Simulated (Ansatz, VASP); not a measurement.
CuI in VASP and in Ansatz

The input INCAR:

```
ALGO = Normal
EDIFF = 1E-8
ENCUT = 520
GGA = PE
ISIF = 2
ISMEAR = -1
LASPH = True
LCHARG = False
LEFG = True
LREAL = False
LWAVE = False
NBANDS = 16
NELM = 100
PREC = Accurate
SIGMA = 0.03
```

File KPOINTS:

```
k-points
0
Gamma
  9 9 9
```

The input POSCAR:

```
CuI
1.0
    0.0000000000      2.9905287613      2.9905287613
    2.9905287613      0.0000000000      2.9905287613
    2.9905287613      2.9905287613      0.0000000000
Cu I
1 1
Direct
    0.7500000000      0.7500000000      0.7500000000
    0.0000000000      0.0000000000      0.0000000000
```

Input for Ansatz:

```yaml
crystal:
  lattice:
    - [0.0, 2.9905287613, 2.9905287613]
    - [2.9905287613, 0.0, 2.9905287613]
    - [2.9905287613, 2.9905287613, 0.0]
  atoms:
    - { symbol: Cu, position: [0.75, 0.75, 0.75] }
    - { symbol: I, position: [0.0, 0.0, 0.0] }
kpoints:
  mp_grid: { grid: [9, 9, 9] }
scf:
  occupations: { method: fermi_dirac, width: 0.03 }
hamiltonian:
  xc: pbe
  pseudopotentials: { kind: all_electron, datasets: crystal }
output:
  forces: true
  stress: true
  eigenvalues: true
  efg: { contact_densities: true }
```

Change from the starting cell: volume scaled by 0.96, crystal datasets.

Alike in both runs: task electric field gradients; functional PBE; k mesh 9 × 9 × 9; occupations fermi-dirac, width 0.03 eV; no spin polarisation.

|  | VASP | Ansatz |
| --- | --- | --- |
| version | VASP 6.6.1 | Ansatz 0.2.0 |
| potentials or method | VASP PAW PBE potentials, release 64 (Cu, I), cutoff 520 eV | all-electron PAW with datasets made for the crystal, scalar-relativistic |

```tsv
	VASP	Ansatz	Ansatz less VASP
gap on the k mesh at the Fermi level (eV)	1.26	1.23	-0.024
pressure (GPa)	2.2	2.2	-0.04
```

Ansatz ran all-electron here, and VASP with PAW potentials.

Neither program's run includes spin-orbit coupling.
